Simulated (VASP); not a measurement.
Runs of VASP 6.6.1 on Bi2Se3. The structure is that of space group P-6m2 (No. 187), or close to it. The cells are those of the table. 

| task | cell | k mesh | cutoff (eV) | smearing | gap on the mesh (eV) | pressure (GPa) | largest force (eV/Å) |
| --- | --- | --- | --- | --- | --- | --- | --- |
| single point | a = 4.174, b = 4.174, c = 11.379 Å, angles 90.0, 90.0, 120.0°, 5 atoms | 6 × 6 × 4 | 520 | gaussian 0.1 eV | 0.56 | 0.0 | 0.02 |
| single point | a = 5.353, b = 5.353, c = 6.347 Å, angles 90.0, 90.0, 120.0°, 5 atoms | 6 × 6 × 4 | 520 | gaussian 0.1 eV | (b) | 2.7 | 4.54 |
| relaxation of cell and atoms | relaxed from a = 5.353, b = 5.353, c = 6.347 Å, angles 90.0, 90.0, 120.0°, 5 atoms | 6 × 6 × 4 | 600 | gaussian 0.1 eV | 0.38 | -0.1 | 0.03 |
| single point | a = 4.174, b = 4.174, c = 11.379 Å, angles 90.0, 90.0, 120.0°, 5 atoms | 12 × 12 × 4 | 520 | gaussian 0.02 eV | 0.56 | 0.0 | (a) |

Alike in all rows: level PBE; potentials or basis VASP PAW PBE potentials, release 64 (Bi_d, Se); no spin polarisation.

Task: Estimate the missing entries.

Result: (a) 0.01; (b) none.

Caveats: spin-orbit coupling is left out, which moves the levels of the heavy elements; this functional lacks dispersion, which binds the layers, so the pressure and a relaxed spacing across them are unreliable (some runs); forces of over 1 eV/Å act on the atoms, so gaps and moduli don't describe the material at rest (some runs).

A k mesh can miss the band edges, and the runs leave out spin-orbit coupling on Bi, Se.
